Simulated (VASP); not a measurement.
# Si (Immm) in VASP: notebook, part 2 of 2

VASP 6.6.1. Earlier steps stand in the parts before.

## Step 4: Single point, LDA (strain +0.0175 x Voigt [1, -1, 0, 0, 0, 0])

The input, INCAR:

```
ALGO = Normal
EDIFF = 1E-7
ENCUT = 520
ISIF = 2
ISMEAR = 0
LASPH = T
LCHARG = F
LREAL = F
LWAVE = F
NBANDS = 16
NELM = 80
PREC = Accurate
SIGMA = 0.03
```

The input, KPOINTS:

```
k-points
0
Gamma
  10 10 10
```

The input, POSCAR:

```
Si
1.0
   -3.3590441151      3.2434996001      1.9083649477
    3.3590441151     -3.2434996001      1.9083649477
    3.3590441151      3.2434996001     -1.9083649477
Si
4
Direct
    0.1788433299      0.1788433299      0.3576866598
    0.8211566701      0.8211566701      0.6423133402
    0.1788433299      0.8211566701      0.0000000000
    0.8211566701      0.1788433299      0.0000000000
```

Potentials or basis: VASP PAW LDA potentials, release 64 (Si).

Launch:

```console
$ cat potpaw_LDA.64/Si/POTCAR > POTCAR
$ mpirun -np 1 vasp_std > vasp.out
```

OUTCAR:

```text
EDIFF = 1E-7
   ENCUT = 520
   ISIF = 2
   ISMEAR = 0
   LASPH = T
   LREAL = F
   NELM = 80
   PREC = Accurate

 ion  position               nearest neighbor table
   1  0.179  0.179  0.358-   4 2.32   2 2.33   2 2.33   3 2.40
   2  0.821  0.821  0.642-   3 2.32   1 2.33   1 2.33   4 2.40
   3  0.179  0.821  0.000-   2 2.32   4 2.33   4 2.33   1 2.40
   4  0.821  0.179  0.000-   1 2.32   3 2.33   3 2.33   2 2.40

  LATTYP: Found a body centered orthorhombic cell.
 ALAT       =     3.8167298954
 B/A-ratio  =     1.6996222887
 C/A-ratio  =     1.7601686298

  Lattice vectors:

 A1 = (  -3.3590441151,   3.2434996001,  -1.9083649477)
 A2 = (  -3.3590441151,  -3.2434996001,   1.9083649477)
 A3 = (   3.3590441151,   3.2434996001,   1.9083649477)

Analysis of symmetry for initial positions (statically):
=====================================================================
 Subroutine PRICEL returns:
 Original cell was already a primitive cell.

 Routine SETGRP: Setting up the symmetry group for a
 body centered orthorhombic supercell.

 Subroutine GETGRP returns: Found  8 space group operations
 (whereof  8 operations were pure point group operations)
 out of a pool of  8 trial point group operations.

The static configuration has the point symmetry D_2h.

Analysis of symmetry for dynamics (positions and initial velocities):
=====================================================================
 Subroutine PRICEL returns:
 Original cell was already a primitive cell.

 Routine SETGRP: Setting up the symmetry group for a
 body centered orthorhombic supercell.

 Subroutine GETGRP returns: Found  8 space group operations
 (whereof  8 operations were pure point group operations)
 out of a pool of  8 trial point group operations.

The dynamic configuration has the point symmetry D_2h.
[... 121 lines left out ...]
   IMIX   =      4    mixing-type and parameters
     AMIX     =   0.40;   BMIX     =  1.00
     AMIX_MAG =   1.60;   BMIX_MAG =  1.00
  volume/ion in A,a.u.               =      20.79       140.31
  Fermi-wavevector in a.u.,A,eV,Ry     =   0.945071  1.785925 12.152172  0.893159
  Thomas-Fermi vector in A             =   2.072937
   LORBIT       =      0    0 simple, 1 ext, 2 COOP (PROOUT), +10 PAW based schemes
   GGA     = CA    functional components
   LHFCALC =     F    Hartree Fock is set to
   AEXX    =    0.0000 exact exchange contribution
   IVDW    =     0    specifies the selected vdW correction
   LEPSILON=     F    determine dielectric tensor
   LRPA    =     F    only Hartree local field effects (RPA)
 non-spin polarized calculation
 Gauss-broadening in eV      SIGMA  =   0.03
  energy-cutoff  :      520.00
  volume of cell :       83.17
 maximum number of plane-waves:      2256
 NGX is ok and might be reduce to    40
   NGX = 19   NGY = 19   NGZ = 19

 number of electron      16.0000000 magnetization

 Free energy of the ion-electron system (eV)
  ---------------------------------------------------
  ext. energy  EPLUGINS =         0.00000000
  ---------------------------------------------------
  free energy    TOTEN  =       -23.35122910 eV

  energy without entropy =      -23.35122487  energy(sigma->0) =      -23.35122698

 E-fermi :   5.7381     XC(G=0):  -9.3880

 val. band max:        5.6937579691   @ k =   0.5000   0.5000   0.5000
 cond. band min:       5.7938513159   @ k =  -0.1000  -0.2000   0.1000
 fundamental gap:      0.1000933468
 Fermi energy:         5.7380800891

 k-point     1 :       0.0000    0.0000    0.0000
  band No.  band energies     occupation
      1      -6.5954      2.00000
      2      -2.2667      2.00000
      3      -0.2247      2.00000
      4       0.1681      2.00000
      5       1.7470      2.00000
      6       3.9726      2.00000
[... 433 lines left out ...]
      3      -0.2726      2.00000
      4       0.5678      2.00000
      5       3.0176      2.00000
      6       3.1676      2.00000
[... 8 lines left out ...]
     15      11.6260      0.00000
     16      12.2225      0.00000

 [... further k-points ...]

------------------------ aborting loop because EDIFF is reached ----------------------------------------

  FORCE on cell =-STRESS in cart. coord.  units (eV):
  Direction    XX          YY          ZZ          XY          YZ          ZX
  --------------------------------------------------------------------------------------
  -------------------------------------------------------------------------------------
  Total       -1.5938661      1.9252875     -0.0145363      0.0000000      0.0000000      0.0000000
  in kB      -30.7051650     37.0898596     -0.2800365      0.0000000      0.0000000      0.0000000
  external PRESSURE =       2.0348860 kB  Pullay stress =       0.0000000 kB

 VOLUME and BASIS-vectors are now :
 -----------------------------------------------------------------------------
  energy-cutoff  :      520.00
  volume of cell :       83.17
      direct lattice vectors                 reciprocal lattice vectors
    -3.359044115  3.243499600  1.908364948     0.000000000  0.154154482  0.262004393
     3.359044115 -3.243499600  1.908364948     0.148851871  0.000000000  0.262004393
     3.359044115  3.243499600 -1.908364948     0.148851871  0.154154482  0.000000000

 POSITION                                       TOTAL-FORCE (eV/Angst)
 -----------------------------------------------------------------------------------
      1.20149      1.16016     -0.00000        -0.255494      0.308841     -0.000000
      2.15756      2.08334      1.90836         0.255494     -0.308841     -0.000000
      2.15756     -2.08334      1.90836         0.255494      0.308841      0.000000
     -2.15756      2.08334      1.90836        -0.255494     -0.308841      0.000000
 -----------------------------------------------------------------------------------
    total drift:                               -0.000000     -0.000000      0.000000

  FREE ENERGIE OF THE ION-ELECTRON SYSTEM (eV)
  ---------------------------------------------------
  free  energy   TOTEN  =       -23.3512291019 eV

  energy  without entropy=      -23.3512248676  energy(sigma->0) =      -23.35122698
```

OSZICAR:

```text
N       E                     dE             d eps       ncg     rms          rms(c)
DAV:   1     0.236485654500E+02    0.23649E+02   -0.58800E+03  5472   0.813E+02
DAV:   2    -0.220483475076E+02   -0.45697E+02   -0.41123E+02  7424   0.118E+02
DAV:   3    -0.239549068407E+02   -0.19066E+01   -0.18917E+01  7424   0.229E+01
DAV:   4    -0.239799578883E+02   -0.25051E-01   -0.25046E-01  6864   0.340E+00
DAV:   5    -0.239804787035E+02   -0.52082E-03   -0.52080E-03  7584   0.464E-01    0.721E+00
DAV:   6    -0.235360956041E+02    0.44438E+00   -0.20821E-01  6408   0.217E+00    0.430E+00
DAV:   7    -0.233509687205E+02    0.18513E+00   -0.34427E-01  6776   0.277E+00    0.445E-01
DAV:   8    -0.233510759180E+02   -0.10720E-03   -0.33638E-02  6504   0.101E+00    0.209E-01
DAV:   9    -0.233512269001E+02   -0.15098E-03   -0.16294E-03  7416   0.231E-01    0.913E-02
DAV:  10    -0.233512311494E+02   -0.42493E-05   -0.32113E-04  6840   0.918E-02    0.337E-02
DAV:  11    -0.233512295350E+02    0.16144E-05   -0.22009E-05  7048   0.269E-02    0.135E-02
DAV:  12    -0.233512292077E+02    0.32733E-06   -0.51429E-06  7104   0.118E-02    0.366E-03
DAV:  13    -0.233512291016E+02    0.10609E-06   -0.10538E-06  7024   0.538E-03    0.856E-04
DAV:  14    -0.233512291019E+02   -0.25443E-09   -0.30131E-08  4200   0.103E-03
   1 F= -.23351229E+02 E0= -.23351227E+02  d E =-.423422E-05
```

stdout:

```text
POSCAR found type information on POSCAR Si
 POSCAR found :  1 types and       4 ions
 scaLAPACK will be used
 LDA part: xc-table for (Slater(with rela. corr.)+CA(PZ))
 , standard interpolation
 POSCAR, INCAR and KPOINTS ok, starting setup
 FFT: planning ... GRIDC
 FFT: planning ... GRID_SOFT
 FFT: planning ... GRID
 WAVECAR not read
 entering main loop
```

It took 3.2 min on 1 thread of Intel Xeon Platinum 8259CL at 2.50GHz (Skylake/Cascade Lake), shared host; peak memory 0.29 GiB.

What came out:

```
Free energy            : -23.3512 eV
Pressure               : 0.2 GPa
Largest force          : 0.401 eV/Å
Band gap on the k mesh : 0.10 eV (least direct gap 0.17 eV)
```

Forces in eV/Å, atoms in the order of the input:
```
Si  -0.255  0.309  0.000
Si   0.255 -0.309  0.000
Si   0.255  0.309  0.000
Si  -0.255 -0.309  0.000
```

Stress tensor (GPa, compression positive):
```
-3.07  0.00  0.00
 0.00  3.71  0.00
 0.00  0.00 -0.03
```

Levels at points of the mesh, in eV from the valence-band top:
| k point | band 4 | band 5 | band 6 | band 7 | band 8 | band 9 | band 10 | band 11 | band 12 | band 13 |
| --- | --- | --- | --- | --- | --- | --- | --- | --- | --- | --- |
| (0.00, 0.00, 0.00) | -5.53 | -3.95 | -1.72 | -1.49 | -0.67 | 1.09 | 1.27 | 1.83 | 2.00 | 2.35 |
| (0.50, 0.00, 0.00) | -6.36 | -4.50 | -3.59 | -2.44 | -1.58 | 0.78 | 2.27 | 2.87 | 3.43 | 3.73 |
| (0.00, 0.50, 0.00) | -6.21 | -4.59 | -3.78 | -2.62 | -1.49 | 0.47 | 2.21 | 2.80 | 3.26 | 4.46 |
| (0.50, 0.50, 0.00) | -5.07 | -3.00 | -2.14 | -2.05 | -1.75 | 1.45 | 1.74 | 1.78 | 3.88 | 4.21 |
| (0.50, 0.50, 0.50) | -5.26 | -3.09 | -0.31 | -0.18 | 0.00 | 0.17 | 3.06 | 3.51 | 3.98 | 4.22 |

Caveat: the cell differs from its parent crystal (strain +0.0175 x Voigt [1, -1, 0, 0, 0, 0]); the stress differs along the axes, from -3 to 4 GPa; semilocal functionals underestimate gaps, and a narrow one can read as zero. A k mesh can miss the band edges.

## Step 5: Summary

```csv
cell,gap on the mesh (eV),pressure (GPa),largest force (eV/Å)
"a = 5.045 Å, angles 100.2, 96.2, 135.5°, 4 atoms",0.09,0.2,0.46
"a = 5.044 Å, angles 96.7, 99.7, 135.5°, 4 atoms",0.11,0.2,0.34
"a = 5.044 Å, angles 96.5, 100.0, 135.5°, 4 atoms",0.10,0.2,0.40
```

Alike in all rows: task single point; level LDA; potentials or basis VASP PAW LDA potentials, release 64 (Si); no spin polarisation; k mesh 10 × 10 × 10; cutoff (eV) 520; smearing gaussian 0.03 eV.

Caveats: semilocal functionals underestimate gaps, and a narrow one can read as zero; the stress differs along the axes, from -3 to 4 GPa (at least some runs); the stress differs along the axes, from -3 to 3 GPa (at least some runs).

Absolute energies hang on the potentials; compare differences alone.
